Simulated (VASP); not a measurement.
Set up this calculation in VASP 6.6.1, as the native input.

| Quantity | Value |
| --- | --- |
| Task | single point |
| Functional | r2SCAN |
| Potentials or basis | VASP PAW PBE potentials, release 64 (Ga_d, Sb_d_GW) |
| Cutoff | 550 eV |
| k mesh | 8 × 8 × 8 |
| Occupations | fermi-dirac, width 0.02 eV |
| Spin | no spin polarisation |
| Dipole correction | no |
| Further INCAR settings | ALGO = Normal; EDIFF = 1e-06; NBANDS = 21 |

GaSb:

```
Ga Sb
1.0
     0.00000    2.98923    3.12955
     2.98923    0.00000    3.12955
     2.98923    2.98923    0.00000
Ga Sb
1 1
Direct
  0.00000 0.00000 0.00000
  0.25000 0.25000 0.25000
```

This cell differs from its parent crystal: epitaxial xy strain -2.5%.

The input as run:

POSCAR

```
GaSb
1.0
    0.0000000000      2.9892318294      3.1295474612
    2.9892318294      0.0000000000      3.1295474612
    2.9892318294      2.9892318294      0.0000000000
Ga Sb
1 1
Direct
    0.0000000000      0.0000000000      0.0000000000
    0.2500000000      0.2500000000      0.2500000000
```

INCAR.step1

```
SYSTEM = GaSb
  PREC = Accurate
  ENCUT = 550
  ISMEAR = -1
  SIGMA = 0.02
  LREAL = .False.
  LASPH = .True.
  NELM = 120
  NBANDS = 21
  GGA = PE
  ALGO = Normal
  EDIFF = 1E-5
  LWAVE = .True.
  LCHARG = .False.
  GGA_COMPAT = .False.
```

INCAR.step2

```
SYSTEM = GaSb
  PREC = Accurate
  ENCUT = 550
  EDIFF = 1E-6
  ISMEAR = -1
  SIGMA = 0.02
  LREAL = .False.
  LASPH = .True.
  NELM = 120
  ALGO = Normal
  ISIF = 2
  LWAVE = .False.
  LCHARG = .False.
  METAGGA = R2SCAN
  LMIXTAU = .True.
  NBANDS = 21
  ISTART = 1
  GGA_COMPAT = .False.
```

KPOINTS

```
Automatic mesh
0
Gamma
  8 8 8
  0 0 0
```

Potentials or basis: VASP PAW PBE potentials, release 64 (Ga_d, Sb_d_GW).

Launch:

```sh
$ cat potpaw_PBE.64/Ga_d/POTCAR potpaw_PBE.64/Sb_d_GW/POTCAR > POTCAR
$ cp INCAR.step1 INCAR
$ mpirun -np 1 vasp_std > vasp.out
$ cp INCAR.step2 INCAR
$ mpirun -np 1 vasp_std > vasp.out
```

It gave:

```json
{
 "Pressure": "1.7 GPa",
 "Band gap on the k mesh": "0.51 eV"
}
```

Caveat: the cell differs from its parent crystal (epitaxial xy strain -2.5%); semilocal functionals underestimate gaps, and a narrow one can read as zero; the PAW data sets were made with another functional, which shifts forces and pressure a little; spin-orbit coupling is left out, which moves the levels of the heavy elements.

Run time: 2.1 min on 1 thread of Intel(R) Xeon(R) 6975P-C (Granite Rapids), on a shared host, peak memory 0.27 GiB.
